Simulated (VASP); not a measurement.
Here is a VASP 6.6.1 calculation.

Contents of INCAR:

```
PREC     = Accurate       # precision mode
ENCUT    = 520            # plane-wave cutoff, eV
EDIFF    = 1E-6           # SCF threshold, eV
ISMEAR   = 0              # smearing method
SIGMA    = 0.15           # smearing width, eV
LREAL    = F              # projectors in reciprocal space
LASPH    = T              # aspherical terms in the spheres
NELM     = 80             # most SCF steps
ALGO     = Fast           # electronic algorithm
ISIF     = 2              # what is computed and relaxed
LWAVE    = F              # write WAVECAR
LCHARG   = F              # write CHGCAR
GGA      = PS             # functional
NBANDS   = 13             # bands
```

Contents of KPOINTS:

```
Automatic mesh
0
Gamma
  20 20 20
```

File POSCAR:

```
W
1.0
    0.0000000000      2.0604500000      2.0604500000
    2.0604500000      0.0000000000      2.0604500000
    2.0604500000      2.0604500000      0.0000000000
W
1
Direct
    0.0000000000      0.0000000000      0.0000000000
```

Potentials or basis: VASP PAW PBE potentials, release 64 (W_sv).

The run is started by

```sh
$ cat potpaw_PBE.64/W_sv/POTCAR > POTCAR
$ mpirun -np 1 vasp_std > vasp.out
```

(1) What does it give for the band gap on the k mesh?

(2) Predict the pressure.

## Answers

(1) zero (band 7 reaches 12.20 eV, above the bottom of band 8 at 8.97 eV).

(2) -22.3 GPa.

Caveat: the cell differs from its parent crystal (strain +0.015 along x and y, +0.015 along z); the PAW data sets were made with another functional, which shifts forces and pressure a little; spin-orbit coupling is left out, which moves the levels of the heavy elements.
